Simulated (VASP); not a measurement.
# Ti2Os (Fm-3m) in VASP: notebook, part 2 of 2

VASP 6.6.1. Earlier steps stand in the parts before.

### Step 4. Relaxation of cell and atoms, PBE

File INCAR:

```
ALGO = Normal
EDIFF = 1E-7
EDIFFG = -0.04
ENCUT = 600
GGA = PE
IBRION = 2
ISIF = 3
ISMEAR = 0
LASPH = T
LCHARG = F
LREAL = F
LWAVE = F
NELM = 100
NSW = 90
PREC = Accurate
SIGMA = 0.1
```

File KPOINTS:

```
k-points
0
Gamma
  6 6 6
```

File POSCAR:

```
Ti2Os
1.0
    0.0000000000      2.7474842330      2.7474842330
    2.7474842330      0.0000000000      2.7474842330
    2.7474842330      2.7474842330      0.0000000000
Ti Os
2 1
Direct
    0.2500000000      0.2500000000      0.2500000000
    0.7500000000      0.7500000000      0.7500000000
    0.0000000000      0.0000000000      0.0000000000
```

Potentials or basis: VASP PAW PBE potentials, release 64 (Ti_sv, Os).

On the command line:

```sh
cat potpaw_PBE.64/Ti_sv/POTCAR potpaw_PBE.64/Os/POTCAR > POTCAR
mpirun -np 1 vasp_std > vasp.out
```

OUTCAR:

```text
EDIFF = 1E-7
   EDIFFG = -0.04
   ENCUT = 600
   GGA = PE
   IBRION = 2
   ISIF = 3
   ISMEAR = 0
   LASPH = T
   LREAL = F
   NELM = 100
   NSW = 90
   PREC = Accurate

 ion  position               nearest neighbor table
   1  0.250  0.250  0.250-   3 2.38   3 2.38   3 2.38   3 2.38   2 2.75   2 2.75   2 2.75   2 2.75
                             2 2.75   2 2.75
   2  0.750  0.750  0.750-   3 2.38   3 2.38   3 2.38   3 2.38   1 2.75   1 2.75   1 2.75   1 2.75
                             1 2.75   1 2.75
   3  0.000  0.000  0.000-   2 2.38   2 2.38   2 2.38   1 2.38   2 2.38   1 2.38   1 2.38   1 2.38

  LATTYP: Found a face centered cubic cell.
 ALAT       =     5.4949684660

  Lattice vectors:

 A1 = (   0.0000000000,   2.7474842330,   2.7474842330)
 A2 = (   2.7474842330,   0.0000000000,   2.7474842330)
 A3 = (   2.7474842330,   2.7474842330,   0.0000000000)

Analysis of symmetry for initial positions (statically):
[... 159 lines left out ...]
 number of electron      32.0000003 magnetization

 Free energy of the ion-electron system (eV)
  ---------------------------------------------------
  ext. energy  EPLUGINS =         0.00000000
  ---------------------------------------------------
  free energy    TOTEN  =       -24.82218028 eV

  energy without entropy =      -24.80258377  energy(sigma->0) =      -24.81238203

 E-fermi :  10.3990     XC(G=0): -12.8923

 val. band max:       10.3904900167   @ k =   0.5000   0.0000   0.0000
 cond. band min:      10.4027152587   @ k =  -0.3333   0.1667   0.0000
 fundamental gap:      0.0122252420
 Fermi energy:        10.3990186846
[... 888 lines left out ...]
--------------------------------------- Ionic step        5  -------------------------------------------

 number of electron      32.0000007 magnetization

 Free energy of the ion-electron system (eV)
  ---------------------------------------------------
  ext. energy  EPLUGINS =         0.00000000
  ---------------------------------------------------
  free energy    TOTEN  =       -27.34652366 eV

  energy without entropy =      -27.31907810  energy(sigma->0) =      -27.33280088

 E-fermi :   6.9676     XC(G=0): -11.4362

 val. band max:        6.9530793599   @ k =   0.5000   0.0000   0.0000
 cond. band min:       6.9744630152   @ k =   0.5000   0.3333   0.0000
 fundamental gap:      0.0213836552
 Fermi energy:         6.9676276390
[... 396 lines left out ...]
  FREE ENERGIE OF THE ION-ELECTRON SYSTEM (eV)
  ---------------------------------------------------
  free  energy   TOTEN  =       -27.3465236564 eV

  energy  without entropy=      -27.3190780994  energy(sigma->0) =      -27.33280088

 reached required accuracy - stopping structural energy minimisation
```

CONTCAR:

```text
Ti2Os
   1.00000000000000
     0.0000000000000000    3.0196410140803609    3.0196410140803609
     3.0196410140803609    0.0000000000000000    3.0196410140803609
     3.0196410140803609    3.0196410140803609   -0.0000000000000000
  Ti              Os
     2     1
Direct
     0.2500000000000000    0.2500000000000000    0.2500000000000000
     0.7500000000000000    0.7500000000000000    0.7500000000000000
     0.0000000000000000    0.0000000000000000    0.0000000000000000

  0.00000000E+00  0.00000000E+00  0.00000000E+00
  0.00000000E+00  0.00000000E+00  0.00000000E+00
  0.00000000E+00  0.00000000E+00  0.00000000E+00
```

Run time: 3.4 min. Hardware: 1 thread of Intel Xeon 8259CL, shared host; peak memory 0.2 GiB.

What came out:

```
Free energy                           : -27.3465 eV
Relaxed volume                        : 18.36 Å³/atom
Relaxed cell                          : a = 4.270 Å, b = 4.270 Å, c = 4.270 Å, α = 60.00°, β = 60.00°, γ = 60.00°
Space group after relaxing (to 0.1 Å) : Fm-3m (No. 225)
Pressure after relaxing               : 0.0 GPa
Band gap on the k mesh                : zero (bands 16 and 17 overlap by 1.55 eV)
```

Final structure:
```yaml
crystal:
  lattice:
    - [0.00000, 3.01964, 3.01964]
    - [3.01964, 0.00000, 3.01964]
    - [3.01964, 3.01964, 0.00000]
  atoms:
    - { symbol: Ti, position: [0.25000, 0.25000, 0.25000] }
    - { symbol: Ti, position: [0.75000, 0.75000, 0.75000] }
    - { symbol: Os, position: [0.00000, 0.00000, 0.00000] }
```

Levels at points of the mesh, in eV from the Fermi level:
| k point | band 14 | band 15 | band 16 | band 17 | band 18 | band 19 |
| --- | --- | --- | --- | --- | --- | --- |
| (0.00, 0.00, 0.00) | -2.30 | -0.94 | -0.94 | -0.94 | 2.22 | 2.22 |
| (0.50, 0.00, 0.00) | -2.38 | -2.38 | -0.01 | -0.01 | 1.09 | 1.09 |
| (0.50, 0.50, 0.00) | -2.36 | -1.16 | -0.53 | 1.10 | 1.10 | 2.12 |

Caveat: the volume moved by over 15 % at a fixed basis, so the end points are rough; spin-orbit coupling is left out, which moves the levels of the heavy elements.

### Step 5. Single point, PBE

This run uses another cell than the first one, of 18.41 Å³/atom.

File INCAR:

```
SYSTEM = Ti2Os
PREC = Accurate ; ENCUT = 520
EDIFF = 1E-7 ; ISMEAR = 0
SIGMA = 0.1 ; LREAL = .FALSE.
LASPH = .TRUE. ; NELM = 80
ALGO = Fast ; ISIF = 2
LWAVE = .FALSE. ; LCHARG = .FALSE.
GGA = PE ; NBANDS = 23
```

File KPOINTS:

```
Automatic mesh
0
G
  14 14 14
  0 0 0
```

File POSCAR:

```
Ti2Os
1.0
    0.0000000000      3.0224625731      3.0224625731
    3.0224625731      0.0000000000      3.0224625731
    3.0224625731      3.0224625731      0.0000000000
Ti Os
2 1
Direct
    0.2500000000      0.2500000000      0.2500000000
    0.7500000000      0.7500000000      0.7500000000
    0.0000000000      0.0000000000      0.0000000000
```

Potentials or basis: VASP PAW PBE potentials, release 64 (Ti_sv, Os).

On the command line:

```sh
cat potpaw_PBE.64/Ti_sv/POTCAR potpaw_PBE.64/Os/POTCAR > POTCAR
mpirun -np 1 vasp_std > vasp.out
```

OUTCAR:

```text
SYSTEM = Ti2Os
   PREC = Accurate
   ENCUT = 520
   EDIFF = 1E-7
   ISMEAR = 0
   LREAL = .FALSE.
   LASPH = .TRUE.
   NELM = 80
   ISIF = 2
   GGA = PE

 ion  position               nearest neighbor table
   1  0.250  0.250  0.250-   3 2.62   3 2.62   3 2.62   3 2.62
   2  0.750  0.750  0.750-   3 2.62   3 2.62   3 2.62   3 2.62
   3  0.000  0.000  0.000-   2 2.62   2 2.62   2 2.62   1 2.62   1 2.62   1 2.62   2 2.62   1 2.62

  LATTYP: Found a face centered cubic cell.
 ALAT       =     6.0449251462

  Lattice vectors:

 A1 = (   0.0000000000,   3.0224625731,   3.0224625731)
 A2 = (   3.0224625731,   0.0000000000,   3.0224625731)
 A3 = (   3.0224625731,   3.0224625731,   0.0000000000)

Analysis of symmetry for initial positions (statically):
=====================================================================
 Subroutine PRICEL returns:
 Original cell was already a primitive cell.

 Routine SETGRP: Setting up the symmetry group for a
 face centered cubic supercell.

 Subroutine GETGRP returns: Found 48 space group operations
 (whereof 48 operations were pure point group operations)
 out of a pool of 48 trial point group operations.

The static configuration has the point symmetry O_h .
[... 163 lines left out ...]

 E-fermi :   6.9304     XC(G=0): -11.4253

 val. band max:        6.9268433350   @ k =   0.4286   0.0714   0.0000
 cond. band min:       6.9403305639   @ k =   0.4286   0.2857   0.1429
 fundamental gap:      0.0134872289
 Fermi energy:         6.9303902386

 k-point     1 :       0.0000    0.0000    0.0000
  band No.  band energies     occupation
      1     -50.0648      2.00000
      2     -49.9884      2.00000
      3     -26.3784      2.00000
      4     -26.3784      2.00000
      5     -26.3784      2.00000
      6     -26.1708      2.00000
[... 613 lines left out ...]
     22       9.3217      0.00000
     23      10.1088      0.00000

 [... further k-points ...]

------------------------ aborting loop because EDIFF is reached ----------------------------------------

  FORCE on cell =-STRESS in cart. coord.  units (eV):
  Direction    XX          YY          ZZ          XY          YZ          ZX
  --------------------------------------------------------------------------------------
  -------------------------------------------------------------------------------------
  Total       -0.0515062     -0.0515062     -0.0515062      0.0000000      0.0000000     -0.0000000
  in kB       -1.4943662     -1.4943662     -1.4943662      0.0000000      0.0000000     -0.0000000
  external PRESSURE =      -1.4943662 kB  Pullay stress =       0.0000000 kB

 VOLUME and BASIS-vectors are now :
 -----------------------------------------------------------------------------
  energy-cutoff  :      520.00
  volume of cell :       55.22
      direct lattice vectors                 reciprocal lattice vectors
     0.000000000  3.022462573  3.022462573    -0.165428020  0.165428020  0.165428020
     3.022462573  0.000000000  3.022462573     0.165428020 -0.165428020  0.165428020
     3.022462573  3.022462573  0.000000000     0.165428020  0.165428020 -0.165428020

 POSITION                                       TOTAL-FORCE (eV/Angst)
 -----------------------------------------------------------------------------------
      1.51123      1.51123      1.51123         0.000000      0.000000     -0.000000
      4.53369      4.53369      4.53369        -0.000000     -0.000000     -0.000000
      0.00000      0.00000      0.00000         0.000000     -0.000000      0.000000
 -----------------------------------------------------------------------------------
    total drift:                               -0.000000     -0.000000      0.000000

  FREE ENERGIE OF THE ION-ELECTRON SYSTEM (eV)
  ---------------------------------------------------
  free  energy   TOTEN  =       -27.3598362131 eV

  energy  without entropy=      -27.3399527610  energy(sigma->0) =      -27.34989449
```

Run time: 7.4 min. Hardware: 1 thread of Intel Xeon 8259CL, shared host; peak memory 0.28 GiB.

What came out:

| Quantity | Value |
| --- | --- |
| Free energy | -27.3598 eV |
| Pressure | -0.1 GPa |
| Band gap on the k mesh | zero (bands 16 and 17 overlap by 1.50 eV) |

Caveat: spin-orbit coupling is left out, which moves the levels of the heavy elements.

### Step 6. Relaxation of cell and atoms, PBE

This run uses another cell than the first one, of 18.37 Å³/atom.

File INCAR:

```
SYSTEM = Ti2Os
PREC     = Accurate       ! precision mode
ENCUT    = 600            ! plane-wave cutoff, eV
EDIFF    = 1E-6           ! SCF threshold, eV
ISMEAR   = 0              ! smearing method
SIGMA    = 0.1            ! smearing width, eV
LREAL    = .FALSE.        ! projectors in reciprocal space
LASPH    = .TRUE.         ! aspherical terms in the spheres
NELM     = 60             ! most SCF steps
ALGO     = Fast           ! electronic algorithm
ISIF     = 3              ! what is computed and relaxed
LWAVE    = .FALSE.        ! write WAVECAR
LCHARG   = .FALSE.        ! write CHGCAR
GGA      = PE             ! functional
IBRION   = 2              ! ionic algorithm
NSW      = 100            ! ionic steps
EDIFFG   = -0.01          ! ionic threshold
```

KPOINTS is that of step 5.

File POSCAR:

```
Ti2Os
1.0
    0.0000000000      3.0201597084      3.0201597084
    3.0201597084      0.0000000000      3.0201597084
    3.0201597084      3.0201597084      0.0000000000
Ti Os
2 1
Direct
    0.2500000000      0.2500000000      0.2500000000
    0.7500000000      0.7500000000      0.7500000000
    0.0000000000      0.0000000000      0.0000000000
```

Potentials or basis: VASP PAW PBE potentials, release 64 (Ti_sv, Os).

On the command line:

```sh
cat potpaw_PBE.64/Ti_sv/POTCAR potpaw_PBE.64/Os/POTCAR > POTCAR
mpirun -np 1 vasp_std > vasp.out
```

Run time: 13 min. Hardware: 1 thread of Intel Xeon 8259CL, shared host; peak memory 0.32 GiB.

It converged, with:

* Free energy: -27.3596 eV
* Relaxed volume: 18.39 Å³/atom
* Relaxed cell: a = 4.273 Å, b = 4.273 Å, c = 4.273 Å, α = 60.00°, β = 60.00°, γ = 60.00°
* Space group after relaxing (to 0.1 Å): Fm-3m (No. 225)
* Energy gained by relaxing: 0.0 meV/atom
* Ionic steps: 3
* Pressure after relaxing: 0.0 GPa
* Band gap on the k mesh: zero (bands 16 and 17 overlap by 1.51 eV)

Final structure:
```
CELL_PARAMETERS angstrom
0.00000 3.02155 3.02155
3.02155 0.00000 3.02155
3.02155 3.02155 0.00000
ATOMIC_POSITIONS crystal
Ti 0.25000 0.25000 0.25000
Ti 0.75000 0.75000 0.75000
Os 0.00000 0.00000 0.00000
```

Levels at points of the mesh, in eV from the Fermi level:
```csv
k point,band 12,band 13,band 14,band 15,band 16,band 17,band 18,band 19,band 20
"(0.00, 0.00, 0.00)",-2.29,-2.29,-2.29,-0.95,-0.95,-0.95,2.21,2.21,2.76
"(0.50, 0.00, 0.00)",-2.55,-2.47,-2.37,-2.37,-0.02,-0.02,1.07,1.07,1.29
"(0.50, 0.50, 0.00)",-2.48,-2.35,-2.35,-1.15,-0.54,1.08,1.08,2.12,2.38
```

Caveat: spin-orbit coupling is left out, which moves the levels of the heavy elements.

### Step 7. Summary

```tsv
task	cell	k mesh	cutoff (eV)	gap on the mesh (eV)	pressure (GPa)	relaxed volume (Å³/atom)
single point	a = 3.886 Å, angles 60.0°, 3 atoms	6 × 6 × 6	520	none	75.6	-
single point	a = 4.271 Å, angles 60.0°, 3 atoms	6 × 6 × 6	520	none	0.0	-
relaxation of cell and atoms	relaxed from a = 3.886 Å, angles 60.0°, 3 atoms	6 × 6 × 6	600	none	0.0	18.36
single point	a = 4.274 Å, angles 60.0°, 3 atoms	14 × 14 × 14	520	none	-0.1	-
relaxation of cell and atoms	relaxed from a = 4.271 Å, angles 60.0°, 3 atoms	14 × 14 × 14	600	none	0.0	18.39
```

Alike in all rows: level PBE; potentials or basis VASP PAW PBE potentials, release 64 (Ti_sv, Os); no spin polarisation; smearing gaussian 0.1 eV.

Caveats: spin-orbit coupling is left out, which moves the levels of the heavy elements; the cell stands under pressure (at least some runs); the volume moved by over 15 % at a fixed basis, so the end points are rough (at least some runs).

Total energies depend on the potentials used, so only differences within one code and one set of settings carry meaning.

The gap in the log of VASP goes by the Fermi energy; the results here count the filled bands.